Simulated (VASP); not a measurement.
Si4Ge:

```xyz
5
Lattice="3.2966 -3.9534 0.0000 3.2966 3.9534 0.0000 0.0000 0.0000 3.0040" Properties=species:S:1:pos:R:3 pbc="T T T"
Si    3.2966   -1.8403    1.5020
Si    1.8695    0.0000    0.0000
Si    4.7236    0.0000    0.0000
Si    3.2966    1.8403    1.5020
Ge    3.2966    0.0000    1.5020
```

* Program: VASP 6.6.1
* Task: relaxation of cell and atoms
* Functional: PBE
* Potentials or basis: VASP PAW PBE potentials, release 64 (Si, Ge_d)
* Cutoff: 500 eV
* k mesh: 3 × 3 × 5
* Occupations: gaussian, width 0.2 eV
* Spin: no spin polarisation

At the start: pressure 68.9 GPa; volume 15.66 Å³/atom.

Q: Where does the relaxation end?

A: Over 22 steps the energy falls by 2523.4 meV/atom and the volume is 18.20 Å³/atom (+16.2 %); space group Cmmm (No. 65, to 0.05 Å).

The path:
| step | energy change (eV) | largest force (eV/Å) | pressure (GPa) | volume (Å³) |
| --- | --- | --- | --- | --- |
| 1 | 0.0000 | 14.8064 | 68.85 | 78.30 |
| 2 | -6.3159 | 1.4171 | -11.52 | 180.03 |
| 3 | -9.7433 | 1.5131 | -8.08 | 117.31 |
| 4 | -9.8220 | 1.6248 | -7.19 | 114.65 |
| 5 | -9.8947 | 2.1663 | -2.47 | 105.46 |
| 6 | -9.9150 | 2.0074 | -3.90 | 107.67 |
| 7 | -9.9120 | 2.0515 | -3.50 | 107.02 |
| 8 | -10.7116 | 1.8757 | -4.83 | 101.83 |
| 9 | -11.7529 | 2.4299 | 3.98 | 86.09 |
| 10 | -11.7941 | 2.2929 | -0.55 | 89.88 |
| 11 | -11.8176 | 2.4230 | 1.18 | 88.14 |
| 12 | -12.2089 | 1.0685 | 3.07 | 86.06 |
| 13 | -12.2301 | 0.6975 | 4.14 | 85.51 |
| 14 | -12.4665 | 0.6052 | 1.21 | 88.39 |
| 15 | -12.5598 | 0.5675 | -0.94 | 91.02 |
| 16 | -12.5669 | 0.5486 | -1.67 | 91.96 |
| 17 | -12.5936 | 0.2932 | -0.37 | 90.70 |
| 18 | -12.5972 | 0.1535 | 0.35 | 90.08 |
| 19 | -12.6035 | 0.1211 | 0.26 | 90.27 |
| 20 | -12.6133 | 0.1585 | -0.04 | 90.86 |
| 21 | -12.6135 | 0.1636 | -0.09 | 90.97 |
| 22 | -12.6172 | 0.0300 | -0.34 | 90.98 |

Final structure:
```
CELL_PARAMETERS angstrom
3.55273 -3.94061 0.00000
3.55273 3.94061 0.00000
0.00000 0.00000 3.24937
ATOMIC_POSITIONS crystal
Si 0.83592 0.16408 0.50000
Si 0.20342 0.20342 0.00000
Si 0.79658 0.79658 0.00000
Si 0.16408 0.83592 0.50000
Ge 0.50000 0.50000 0.50000
```

Caveat: the k points lie up to 0.40 Å⁻¹ apart in the final cell; the volume moved by over 15 % at a fixed basis, so the end points are rough; the relaxation stopped at a loose force limit of 0.08 eV/Å, so its end isn't a converged minimum.
